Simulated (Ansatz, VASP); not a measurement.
Ca in VASP and in Ansatz

```
Ca
1.0
     3.48866    0.00000    0.00000
     0.00000    3.48866    0.00000
     0.00000    0.00000    3.66309
Ca
1
Direct
  0.00000 0.00000 0.00000
```

Change from the starting cell: strain +0.000 along x and y, +0.050 along z, atoms carried along.

Alike in both runs: task single point; functional LDA; k mesh 14 × 14 × 14; occupations gaussian, width 0.15 eV; no spin polarisation.

```csv
,VASP,Ansatz
version,VASP 6.6.1,Ansatz 0.2.0
potentials or method,"VASP PAW LDA potentials, release 64 (Ca_sv), cutoff 520 eV","scalar-relativistic, plane waves, PAW"
valence electrons in the cell,10,10
```

```tsv
	VASP	Ansatz	Ansatz less VASP
gap on the k mesh at the Fermi level (eV)	none	none	-
pressure (GPa)	-1.5	-1.5	+0.02
traceless stress, the component that is largest in VASP (GPa)	-1.28	-1.27	+0.006
```

LDA's correlation is that of Perdew and Zunger in VASP and of Perdew and Wang (1992) in Ansatz. A gap of «none» marks a metal or a gap that the smearing closes.
